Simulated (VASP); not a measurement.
# Ta (I4/mmm) in VASP: a series of runs, part 2 of 2

VASP 6.6.1. The steps go on from the part before.

### 3 Single point, PBE (strain -0.040 along x and y, -0.080 along z)

File INCAR:

```
SYSTEM = Ta
  PREC = Accurate
  ENCUT = 520
  EDIFF = 1E-7
  ISMEAR = 0
  SIGMA = 0.15
  LREAL = .False.
  LASPH = .True.
  NELM = 100
  ALGO = Fast
  ISIF = 2
  LWAVE = .False.
  LCHARG = .True.
  GGA = PE
  LELF = .True.
  LVHAR = .True.
  NBANDS = 12
```

File KPOINTS:

```
regular mesh
0
Gamma
  26 26 26
  0 0 0
```

File POSCAR:

```
Ta
1.0
   -1.5930190273      1.5930190273      1.5266432345
    1.5930190273     -1.5930190273      1.5266432345
    1.5930190273      1.5930190273     -1.5266432345
Ta
1
Direct
    0.0000000000      0.0000000000      0.0000000000
```

Potentials or basis: VASP PAW PBE potentials, release 64 (Ta_pv).

Launch:

```
$ cat potpaw_PBE.64/Ta_pv/POTCAR > POTCAR
$ mpirun -np 1 vasp_std > vasp.out
```

OUTCAR:

```text
SYSTEM = Ta
   PREC = Accurate
   ENCUT = 520
   EDIFF = 1E-7
   ISMEAR = 0
   LREAL = .False.
   LASPH = .True.
   NELM = 100
   ISIF = 2
   GGA = PE

 ion  position               nearest neighbor table
   1  0.000  0.000  0.000-

  LATTYP: Found a body centered tetragonal cell.
 ALAT       =     3.1860380546
 C/A-ratio  =     0.9583333333

  Lattice vectors:

 A1 = (  -1.5930190273,   1.5930190273,   1.5266432345)
 A2 = (   1.5930190273,  -1.5930190273,   1.5266432345)
 A3 = (   1.5930190273,   1.5930190273,  -1.5266432345)

Analysis of symmetry for initial positions (statically):
=====================================================================
 Subroutine PRICEL returns:
 Original cell was already a primitive cell.

 Routine SETGRP: Setting up the symmetry group for a
 body centered tetragonal supercell.

 Subroutine GETGRP returns: Found 16 space group operations
 (whereof 16 operations were pure point group operations)
 out of a pool of 16 trial point group operations.

The static configuration has the point symmetry D_4h.

Analysis of symmetry for dynamics (positions and initial velocities):
=====================================================================
 Subroutine PRICEL returns:
 Original cell was already a primitive cell.

 Routine SETGRP: Setting up the symmetry group for a
 body centered tetragonal supercell.

 Subroutine GETGRP returns: Found 16 space group operations
 (whereof 16 operations were pure point group operations)
 out of a pool of 16 trial point group operations.

The dynamic configuration has the point symmetry D_4h.

 Subroutine INISYM returns: Found 16 space group operations
 (whereof 16 operations are pure point group operations),
 and found     1 'primitive' translations

----------------------------------------------------------------------------------------

                                     Primitive cell

  volume of cell :      15.4967

  direct lattice vectors                    reciprocal lattice vectors
    -1.593019027  1.593019027  1.526643235     0.000000000  0.313869446  0.327515944
     1.593019027 -1.593019027  1.526643235     0.313869446  0.000000000  0.327515944
     1.593019027  1.593019027 -1.526643235     0.313869446  0.313869446  0.000000000

  length of vectors
     2.721407505  2.721407505  2.721407505     0.453630602  0.453630602  0.443878428

  position of ions in fractional coordinates (direct lattice)
     0.000000000  0.000000000  0.000000000

  ion indices of the primitive-cell ions
   primitive index   ion index
                 1           1

----------------------------------------------------------------------------------------

 KPOINTS: regular mesh

Automatic generation of k-mesh.
 Grid dimensions read from file:
 generate k-points for:   26   26   26

 Generating k-lattice:

  Cartesian coordinates                     Fractional coordinates (reciprocal lattice)
     0.000000000  0.012071902  0.012596767     0.038461538  0.000000000 -0.000000000
     0.012071902  0.000000000  0.012596767     0.000000000  0.038461538 -0.000000000
     0.012071902  0.012071902  0.000000000     0.000000000  0.000000000  0.038461538

  Length of vectors
     0.017447331  0.017447331  0.017072247

  Shift w.r.t. Gamma in fractional coordinates (k-lattice)
     0.000000000  0.000000000  0.000000000

 Subroutine IBZKPT returns following result:
 ===========================================

 Found   1330 irreducible k-points:

 Following reciprocal coordinates:
            Coordinates               Weight
  0.000000  0.000000  0.000000      1.000000
  0.038462 -0.000000  0.000000      8.000000
  0.076923 -0.000000  0.000000      8.000000
  0.115385 -0.000000  0.000000      8.000000
  0.153846  0.000000  0.000000      8.000000
  0.192308 -0.000000  0.000000      8.000000
[... 16 lines left out ...]
  0.346154  0.038462  0.000000     16.000000
  0.384615  0.038462 -0.000000     16.000000
 [... further k-points ...]
   k-points           NKPTS =   1330   k-points in BZ     NKDIM =   1330   number of bands    NBANDS=     12
   number of dos      NEDOS =    301   number of ions     NIONS =      1
   total plane-waves  NPLWV =   8000
   dimension x,y,z NGX =    20 NGY =   20 NGZ =   20
   dimension x,y,z NGXF=    40 NGYF=   40 NGZF=   40
   ions per type =               1
   NGX,Y,Z   is equivalent  to a cutoff of  12.22, 12.22, 12.22 a.u.
   NGXF,Y,Z  is equivalent  to a cutoff of  24.44, 24.44, 24.44 a.u.
 SYSTEM =  Ta
   PREC   = accura    normal or accurate (medium, high low for compatibility)
   ISTART =      0    job   : 0-new  1-cont  2-samecut
   ICHARG =      2    charge: 1-file 2-atom 10-const
   ISPIN  =      1    spin polarized calculation?
   LNONCOLLINEAR =      F non collinear calculations
   LSORBIT =      F    spin-orbit coupling
   LASPH  =      T    aspherical Exc in radial PAW
   ENCUT  =  520.0 eV  38.22 Ry    6.18 a.u.   5.06  5.06  5.06*2*pi/ulx,y,z
   NELM   =    100;   NELMIN=  2; NELMDL= -5     # of ELM steps
   EDIFF  = 0.1E-06   stopping-criterion for ELM
   LREAL  =      F    real-space projection
   EDIFFG = 0.1E-05   stopping-criterion for IOM
   NSW    =      0    number of steps for IOM
   IBRION =     -1    ionic relax: 0-MD 1-quasi-New 2-CG
   NFREE  =      0    steps in history (QN), initial steepest desc. (CG)
   ISIF   =      2    stress and relaxation
   ISYM   =      2    0-nonsym 1-usesym 2-fastsym
   POTIM  = 0.5000    time-step for ionic-motion
   TEBEG  =    0.0;   TEEND  =   0.0 temperature during run
   PSTRESS=    0.0 pullay stress
   NELECT =      11.0000    total number of electrons
   NUPDOWN=      -1.0000    fix difference up-down
   EMIN   =  10.00;   EMAX   =-10.00  energy-range for DOS
   EFERMI =   0.00;   METHOD = LEGACY
   ISMEAR =     0;   SIGMA  =   0.15  broadening in eV -4-tet -1-fermi 0-gaus
   EFERMI_NEDOS =   21; number of points for ismear=-14 and -15
   IALGO  =     68    algorithm
   IMIX   =      4    mixing-type and parameters
     AMIX     =   0.40;   BMIX     =  1.00
     AMIX_MAG =   1.60;   BMIX_MAG =  1.00
  volume/ion in A,a.u.               =      15.50       104.58
  Fermi-wavevector in a.u.,A,eV,Ry     =   1.460358  2.759676 29.016390  2.132645
  Thomas-Fermi vector in A             =   2.576817
   LORBIT       =      0    0 simple, 1 ext, 2 COOP (PROOUT), +10 PAW based schemes
   GGA     = PE    functional components
   LHFCALC =     F    Hartree Fock is set to
   AEXX    =    0.0000 exact exchange contribution
   IVDW    =     0    specifies the selected vdW correction
   LEPSILON=     F    determine dielectric tensor
   LRPA    =     F    only Hartree local field effects (RPA)
 non-spin polarized calculation
 RMM-DIIS sequential band-by-band and
 Gauss-broadening in eV      SIGMA  =   0.15
  energy-cutoff  :      520.00
  volume of cell :       15.50
 maximum number of plane-waves:       432
   NGX = 11   NGY = 11   NGZ = 11

 number of electron      11.0000001 magnetization

 Free energy of the ion-electron system (eV)
  ---------------------------------------------------
  ext. energy  EPLUGINS =         0.00000000
  ---------------------------------------------------
  free energy    TOTEN  =       -11.46831132 eV

  energy without entropy =      -11.45552815  energy(sigma->0) =      -11.46191974

 E-fermi :   6.7854     XC(G=0): -13.4064

 val. band max:        6.7847123040   @ k =  -0.2308   0.3846   0.1154
 cond. band min:       6.7869576530   @ k =  -0.2692  -0.4231   0.1923
 fundamental gap:      0.0022453490
 Fermi energy:         6.7853910686

 k-point     1 :       0.0000    0.0000    0.0000
  band No.  band energies     occupation
      1     -25.6840      2.00000
      2     -25.6840      2.00000
      3     -25.6713      2.00000
      4      -1.6830      2.00000
      5       7.0612      0.00932
      6       7.7233      0.00000
      7       7.7233      0.00000
      8      10.8224      0.00000
      9      11.7657      0.00000
     10      22.2369      0.00000
     11      22.2369      0.00000
     12      23.1161      0.00000
[... 331 lines left out ...]
 k-point    24 :       0.3846    0.0385   -0.0000
  band No.  band energies     occupation
      1     -27.4149      2.00000
      2     -26.2510      2.00000
      3     -25.7376      2.00000
      4       1.8026      2.00000
      5       4.7266      2.00000
      6       8.1130      0.00000
      7      11.4377      0.00000
      8      12.6755      0.00000
      9      14.7602      0.00000
     10      20.3409      0.00000
     11      21.8887      0.00000
     12      22.3183      0.00000

 [... further k-points ...]

------------------------ aborting loop because EDIFF is reached ----------------------------------------

  FORCE on cell =-STRESS in cart. coord.  units (eV):
  Direction    XX          YY          ZZ          XY          YZ          ZX
  --------------------------------------------------------------------------------------
  -------------------------------------------------------------------------------------
  Total        4.0767395      4.0767395      4.7567690      0.0000000      0.0000000      0.0000000
  in kB      421.4868828    421.4868828    491.7939305      0.0000000      0.0000000      0.0000000
  external PRESSURE =     444.9225654 kB  Pullay stress =       0.0000000 kB

 VOLUME and BASIS-vectors are now :
 -----------------------------------------------------------------------------
  energy-cutoff  :      520.00
  volume of cell :       15.50
      direct lattice vectors                 reciprocal lattice vectors
    -1.593019027  1.593019027  1.526643235     0.000000000  0.313869446  0.327515944
     1.593019027 -1.593019027  1.526643235     0.313869446  0.000000000  0.327515944
     1.593019027  1.593019027 -1.526643235     0.313869446  0.313869446  0.000000000

 POSITION                                       TOTAL-FORCE (eV/Angst)
 -----------------------------------------------------------------------------------
      0.00000      0.00000      0.00000        -0.000000      0.000000     -0.000000
 -----------------------------------------------------------------------------------
    total drift:                                0.000000     -0.000000      0.000000

  FREE ENERGIE OF THE ION-ELECTRON SYSTEM (eV)
  ---------------------------------------------------
  free  energy   TOTEN  =       -11.4683113218 eV

  energy  without entropy=      -11.4555281549  energy(sigma->0) =      -11.46191974
```

OSZICAR:

```text
N       E                     dE             d eps       ncg     rms          rms(c)
DAV:   1     0.621007950937E+02    0.62101E+02   -0.61417E+03 32076   0.899E+02
DAV:   2    -0.108582298646E+02   -0.72959E+02   -0.70985E+02 35644   0.252E+02
DAV:   3    -0.118303940782E+02   -0.97216E+00   -0.96434E+00 37832   0.273E+01
DAV:   4    -0.118324007131E+02   -0.20066E-02   -0.20065E-02 34820   0.138E+00
DAV:   5    -0.118324057350E+02   -0.50219E-05   -0.50226E-05 36844   0.652E-02    0.177E+01
RMM:   6    -0.115628245663E+02    0.26958E+00   -0.16514E-01 33717   0.351E+00    0.921E+00
RMM:   7    -0.114688426471E+02    0.93982E-01   -0.19909E-01 36188   0.381E+00    0.375E-01
RMM:   8    -0.114682699162E+02    0.57273E-03   -0.81625E-03 39102   0.922E-01    0.260E-01
RMM:   9    -0.114683304716E+02   -0.60555E-04   -0.74925E-04 40548   0.296E-01    0.439E-02
RMM:  10    -0.114683170976E+02    0.13374E-04   -0.87973E-05 40410   0.102E-01    0.904E-03
RMM:  11    -0.114683111682E+02    0.59294E-05   -0.15185E-05 41947   0.428E-02    0.519E-03
RMM:  12    -0.114683111658E+02    0.24054E-08   -0.23529E-06 38340   0.163E-02    0.215E-03
RMM:  13    -0.114683112941E+02   -0.12824E-06   -0.46801E-07 34352   0.768E-03    0.162E-03
RMM:  14    -0.114683113218E+02   -0.27715E-07   -0.33136E-08 24837   0.181E-03
   1 F= -.11468311E+02 E0= -.11461920E+02  d E =-.127832E-01
```

stdout:

```text
POSCAR found type information on POSCAR Ta
 POSCAR found :  1 types and       1 ions
 scaLAPACK will be used
 LDA part: xc-table for (Slater+PW92), standard interpolation
 POSCAR, INCAR and KPOINTS ok, starting setup
 FFT: planning ... GRIDC
 FFT: planning ... GRID_SOFT
 FFT: planning ... GRID
 WAVECAR not read
 entering main loop
WARNING in EDDRMM: call to ZHEGV failed, returncode =   8  4     12
WARNING in EDDRMM: call to ZHEGV failed, returncode =   8  4     10
WARNING in EDDRMM: call to ZHEGV failed, returncode =   8  4     12
WARNING in EDDRMM: call to ZHEGV failed, returncode =   8  4     11
WARNING in EDDRMM: call to ZHEGV failed, returncode =   6  3     11
WARNING in EDDRMM: call to ZHEGV failed, returncode =   6  3     12
WARNING in EDDRMM: call to ZHEGV failed, returncode =   8  4     10
WARNING in EDDRMM: call to ZHEGV failed, returncode =   8  4     11
WARNING in EDDRMM: call to ZHEGV failed, returncode =   6  3     11
WARNING in EDDRMM: call to ZHEGV failed, returncode =   8  4     10
[... 6 lines left out ...]
WARNING in EDDRMM: call to ZHEGV failed, returncode =   8  4     12
WARNING in EDDRMM: call to ZHEGV failed, returncode =   8  4     11
WARNING in EDDRMM: call to ZHEGV failed, returncode =   8  4     11
WARNING in EDDRMM: call to ZHEGV failed, returncode =   8  4     11
WARNING in EDDRMM: call to ZHEGV failed, returncode =   6  3     12
WARNING in EDDRMM: call to ZHEGV failed, returncode =   6  3     11
WARNING in EDDRMM: call to ZHEGV failed, returncode =   6  3     10
WARNING in EDDRMM: call to ZHEGV failed, returncode =   8  4     10
WARNING in EDDRMM: call to ZHEGV failed, returncode =   6  3     11
WARNING in EDDRMM: call to ZHEGV failed, returncode =   8  4     12
```

It took 7.4 min on 1 thread of Intel Xeon 8259CL, shared host; peak memory 0.34 GiB.

Results:

```
Free energy            : -11.4683 eV
Pressure               : 44.5 GPa
Band gap on the k mesh : zero (an odd number of electrons rules out a gap without spin polarisation)
```

Stress tensor (GPa, compression positive):
```
42.15  0.00  0.00
 0.00 42.15  0.00
 0.00  0.00 49.18
```

Caveat: the cell differs from its parent crystal (strain -0.040 along x and y, -0.080 along z); the stress differs along the axes, from 42 to 49 GPa; spin-orbit coupling is left out, which moves the levels of the heavy elements.
